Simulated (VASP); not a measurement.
Input of a VASP 6.6.1 run:

Contents of POSCAR:

```
BN
1.0
    2.5434023027      0.0000000000      0.0000000000
   -1.2717011513      2.2026510061      0.0000000000
    0.0000000000      0.0000000000      4.2069931418
B N
2 2
Direct
    0.6666666667      0.3333333333      0.0001583206
    0.3333333333      0.6666666667      0.5001583206
    0.6666666667      0.3333333333      0.3748416794
    0.3333333333      0.6666666667      0.8748416794
```

The input INCAR.step1:

```
PREC = Accurate
ENCUT = 910
ISMEAR = -1
SIGMA = 0.02
LREAL = F
LASPH = T
NELM = 120
NBANDS = 16
GGA = PE
ALGO = Normal
EDIFF = 1E-5
LWAVE = T
LCHARG = F
GGA_COMPAT = F
```

Contents of INCAR.step2:

```
PREC = Accurate
ENCUT = 910
EDIFF = 1E-6
ISMEAR = -1
SIGMA = 0.02
LREAL = F
LASPH = T
NELM = 120
ALGO = Normal
ISIF = 2
LWAVE = F
LCHARG = T
METAGGA = R2SCAN
LMIXTAU = T
LELF = T
LVHAR = T
NBANDS = 16
ISTART = 1
GGA_COMPAT = F
```

Contents of KPOINTS:

```
regular mesh
0
Gamma
  12 12 6
```

Potentials or basis: VASP PAW PBE potentials, release 64 (B_h, N_h).

Launch:

```bash
$ cat potpaw_PBE.64/B_h/POTCAR potpaw_PBE.64/N_h/POTCAR > POTCAR
$ cp INCAR.step1 INCAR
$ mpirun -np 1 vasp_std > vasp.out
$ cp INCAR.step2 INCAR
$ mpirun -np 1 vasp_std > vasp.out
```

**Question.** What does it give for the largest force?

**Answer.** 0.007 eV/Å.

**Question.** What does it give for the band gap on the k mesh?

**Answer.** 5.74 eV, indirect (least direct gap 9.01 eV).

**Question.** Estimate the pressure.

**Answer.** -0.3 GPa.

Forces on the atoms (eV/Å):
```
B    0.000  0.000  0.007
B    0.000  0.000  0.007
N    0.000  0.000 -0.007
N    0.000  0.000 -0.007
```

Caveat: the cutoff is under 1.25 times the usual one of these potentials, so pressure, stress and relaxed cells hold a basis-set (Pulay) error; the PAW data sets were made with another functional, which shifts forces and pressure a little. A k mesh can miss the band edges.
